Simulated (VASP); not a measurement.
# ZnSe (zinc blende type) (F-43m) in VASP: further runs, part 2 of 2

VASP 6.6.1. Earlier steps stand in the parts before.

### Step 3. Single point, HSE06

The input, POSCAR:

```
ZnSe
1.0
    0.0000000000      2.8507376746      2.8507376746
    2.8507376746      0.0000000000      2.8507376746
    2.8507376746      2.8507376746      0.0000000000
Zn Se
1 1
Direct
    0.0000000000      0.0000000000      0.0000000000
    0.2500000000      0.2500000000      0.2500000000
```

The input, INCAR.step1:

```
ALGO = Normal ; EDIFF = 1E-5
ENCUT = 520 ; GGA = PE
ISIF = 2 ; ISMEAR = -1
LASPH = True ; LREAL = False
LWAVE = True ; NBANDS = 16
NELM = 60 ; PREC = Accurate
SIGMA = 0.05
```

The input, INCAR.step2:

```
ALGO = Normal ; EDIFF = 1E-6
ENCUT = 520 ; GGA = PE
HFSCREEN = 0.2079 ; ISIF = 2
ISMEAR = -1 ; ISTART = 1
LASPH = True ; LCHARG = True
LELF = True ; LHFCALC = True
LREAL = False ; LVHAR = True
LWAVE = False ; NBANDS = 16
NELM = 60 ; PREC = Accurate
PRECFOCK = Normal ; SIGMA = 0.05
```

The input, KPOINTS:

```
k-points
0
Gamma
  4 4 4
```

Potentials or basis: VASP PAW PBE potentials, release 64 (Zn, Se).

On the command line:

```console
cat potpaw_PBE.64/Zn/POTCAR potpaw_PBE.64/Se/POTCAR > POTCAR
cp INCAR.step1 INCAR
mpirun -np 1 vasp_std > vasp.out
cp INCAR.step2 INCAR
mpirun -np 1 vasp_std > vasp.out
```

OUTCAR:

```text
EDIFF = 1E-6
   ENCUT = 520
   GGA = PE
   HFSCREEN = 0.2079
   ISIF = 2
   ISMEAR = -1
   ISTART = 1
   LASPH = True
   LHFCALC = True
   LREAL = False
   NELM = 60
   PREC = Accurate
   PRECFOCK = Normal

 ion  position               nearest neighbor table
   1  0.000  0.000  0.000-   2 2.47   2 2.47   2 2.47   2 2.47
   2  0.250  0.250  0.250-   1 2.47   1 2.47   1 2.47   1 2.47

  LATTYP: Found a face centered cubic cell.
 ALAT       =     5.7014753492

  Lattice vectors:

 A1 = (   0.0000000000,   2.8507376746,   2.8507376746)
 A2 = (   2.8507376746,   0.0000000000,   2.8507376746)
 A3 = (   2.8507376746,   2.8507376746,   0.0000000000)

Analysis of symmetry for initial positions (statically):
=====================================================================
 Subroutine PRICEL returns:
 Original cell was already a primitive cell.

 Routine SETGRP: Setting up the symmetry group for a
 face centered cubic supercell.

[... 153 lines left out ...]
  free energy    TOTEN  =        -7.38050564 eV

  energy without entropy =       -7.38050564  energy(sigma->0) =       -7.38050564

 E-fermi :   1.8904     XC(G=0):  -7.6631

 val. band max:        0.8240439362   @ k =   0.0000   0.0000   0.0000
 cond. band min:       3.1695102538   @ k =   0.0000   0.0000   0.0000
 fundamental gap:      2.3454663175
 Fermi energy:         1.8904036690

 k-point     1 :       0.0000    0.0000    0.0000
  band No.  band energies     occupation
      1     -13.4161      2.00000
      2      -7.3119      2.00000
      3      -7.3119      2.00000
      4      -7.3119      2.00000
      5      -6.9979      2.00000
      6      -6.9979      2.00000
[... 129 lines left out ...]
      3      -7.1485      2.00000
      4      -7.0318      2.00000
      5      -7.0063      2.00000
      6      -6.6731      2.00000
[... 8 lines left out ...]
     15      15.9880      0.00000
     16      16.1652      0.00000

------------------------ aborting loop because EDIFF is reached ----------------------------------------

  FORCE on cell =-STRESS in cart. coord.  units (eV):
  Direction    XX          YY          ZZ          XY          YZ          ZX
  --------------------------------------------------------------------------------------
  -------------------------------------------------------------------------------------
  Total        0.0752147      0.0752147      0.0752147     -0.0000000     -0.0000000     -0.0000000
  in kB        2.6008265      2.6008265      2.6008265     -0.0000000     -0.0000000     -0.0000000
  external PRESSURE =       2.6008265 kB  Pullay stress =       0.0000000 kB

 VOLUME and BASIS-vectors are now :
 -----------------------------------------------------------------------------
  energy-cutoff  :      520.00
  volume of cell :       46.33
      direct lattice vectors                 reciprocal lattice vectors
     0.000000000  2.850737675  2.850737675    -0.175393199  0.175393199  0.175393199
     2.850737675  0.000000000  2.850737675     0.175393199 -0.175393199  0.175393199
     2.850737675  2.850737675  0.000000000     0.175393199  0.175393199 -0.175393199

 POSITION                                       TOTAL-FORCE (eV/Angst)
 -----------------------------------------------------------------------------------
      0.00000      0.00000      0.00000         0.000000      0.000000      0.000000
      1.42537      1.42537      1.42537        -0.000000     -0.000000     -0.000000
 -----------------------------------------------------------------------------------
    total drift:                                0.000219      0.000186      0.000129

  FREE ENERGIE OF THE ION-ELECTRON SYSTEM (eV)
  ---------------------------------------------------
  free  energy   TOTEN  =        -7.3805056441 eV

  energy  without entropy=       -7.3805056441  energy(sigma->0) =       -7.38050564
```

OSZICAR.step1:

```text
N       E                     dE             d eps       ncg     rms          rms(c)
DAV:   1     0.827908233108E+02    0.82791E+02   -0.87795E+03   256   0.131E+03
DAV:   2    -0.105182755061E+01   -0.83843E+02   -0.79265E+02   288   0.243E+02
DAV:   3    -0.623028889693E+01   -0.51785E+01   -0.51562E+01   336   0.594E+01
DAV:   4    -0.626903189943E+01   -0.38743E-01   -0.38740E-01   296   0.538E+00
DAV:   5    -0.626922730050E+01   -0.19540E-03   -0.19540E-03   336   0.351E-01    0.462E+00
DAV:   6    -0.598371520860E+01    0.28551E+00   -0.53807E-01   360   0.232E+01    0.354E+00
DAV:   7    -0.596322075143E+01    0.20494E-01   -0.16651E-01   304   0.350E+00    0.150E+00
DAV:   8    -0.596336074090E+01   -0.13999E-03   -0.45417E-03   328   0.633E-01    0.463E-01
DAV:   9    -0.596371618428E+01   -0.35544E-03   -0.11518E-03   304   0.256E-01    0.705E-02
DAV:  10    -0.596383416744E+01   -0.11798E-03   -0.17866E-04   312   0.102E-01    0.198E-02
DAV:  11    -0.596383493971E+01   -0.77226E-06   -0.33415E-05   296   0.472E-02
   1 F= -.59638349E+01 E0= -.59638347E+01  d E =-.412427E-06
```

Run time: 12 min. Hardware: 1 thread of Intel Xeon 8259CL, shared host; peak memory 0.28 GiB.

What came out:

```yaml
Free_energy: -7.3805 eV
Pressure: 0.3 GPa
Band_gap_on_the_k_mesh: 2.35 eV
```

Caveat: the k points lie up to 0.48 Å⁻¹ apart; the PAW data sets were made with another functional, which shifts forces and pressure a little.
